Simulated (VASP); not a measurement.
A run of VASP 6.6.1 is set up as follows.

The input INCAR:

```
PREC     = Accurate       # precision mode
ENCUT    = 750            # plane-wave cutoff, eV
EDIFF    = 1E-6           # SCF threshold, eV
ISMEAR   = 0              # smearing method
SIGMA    = 0.1            # smearing width, eV
LREAL    = False          # projectors in reciprocal space
LASPH    = True           # aspherical terms in the spheres
NELM     = 120            # most SCF steps
ALGO     = Normal         # electronic algorithm
ISIF     = 2              # what is computed and relaxed
LWAVE    = False          # write WAVECAR
LCHARG   = False          # write CHGCAR
GGA      = PE             # functional
NBANDS   = 12             # bands
GGA_COMPAT= False
```

The input KPOINTS:

```
regular mesh
0
Gamma
  2 2 2
```

File POSCAR:

```
LiBr
1.0
    0.0000000000      2.7226905798      2.7226905798
    2.7226905798      0.0000000000      2.7226905798
    2.7226905798      2.7226905798      0.0000000000
Li Br
1 1
Direct
    0.0000000000      0.0000000000      0.0000000000
    0.5000000000      0.5000000000      0.5000000000
```

Potentials or basis: VASP PAW PBE potentials, release 64 (Li_sv, Br).

Command:

```console
$ cat potpaw_PBE.64/Li_sv/POTCAR potpaw_PBE.64/Br/POTCAR > POTCAR
$ mpirun -np 1 vasp_std > vasp.out
```

Problem. Estimate the pressure.

Solution. 6.7 GPa.

Problem. What does it give for the band gap on the k mesh?

Solution. 4.99 eV, direct.

Caveat: the k points lie up to 1.00 Å⁻¹ apart. A hybrid or GW would open this gap; PBE tends to underestimate it.
